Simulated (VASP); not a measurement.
Write the native input for VASP 6.6.1 that does the following.

```
Task                   : single point
Functional             : PBEsol
Potentials or basis    : VASP PAW PBE potentials, release 64 (Al)
Cutoff                 : 520 eV
k mesh                 : 12 × 12 × 12
Occupations            : fermi-dirac, width 0.05 eV
Spin                   : no spin polarisation
Dipole correction      : no
Further INCAR settings : ALGO = Normal; EDIFF = 1e-06; NBANDS = 8
```

The structure of Al lies in POSCAR:

```
Al
1.0
   -1.5102642512      1.5102642512      1.5102642512
    1.5102642512     -1.5102642512      1.5102642512
    1.5102642512      1.5102642512     -1.5102642512
Al
1
Direct
    0.0000000000      0.0000000000      0.0000000000
```

The input as run:

INCAR

```
PREC = Accurate ; ENCUT = 520
EDIFF = 1E-6 ; ISMEAR = -1
SIGMA = 0.05 ; LREAL = False
LASPH = True ; NELM = 80
ALGO = Normal ; ISIF = 2
LWAVE = False ; LCHARG = False
GGA = PS ; NBANDS = 8
```

KPOINTS

```
Automatic mesh
0
Gamma
  12 12 12
```

Potentials or basis: VASP PAW PBE potentials, release 64 (Al).

Command:

```bash
$ cat potpaw_PBE.64/Al/POTCAR > POTCAR
$ mpirun -np 1 vasp_std > vasp.out
```

Results of the run:

```
Pressure : 20.2 GPa
```

Caveat: the PAW data sets were made with another functional, which shifts forces and pressure a little.

It took 2.9 s on 1 thread of Intel Xeon 6975P-C (shared host), peak memory 0.12 GiB.
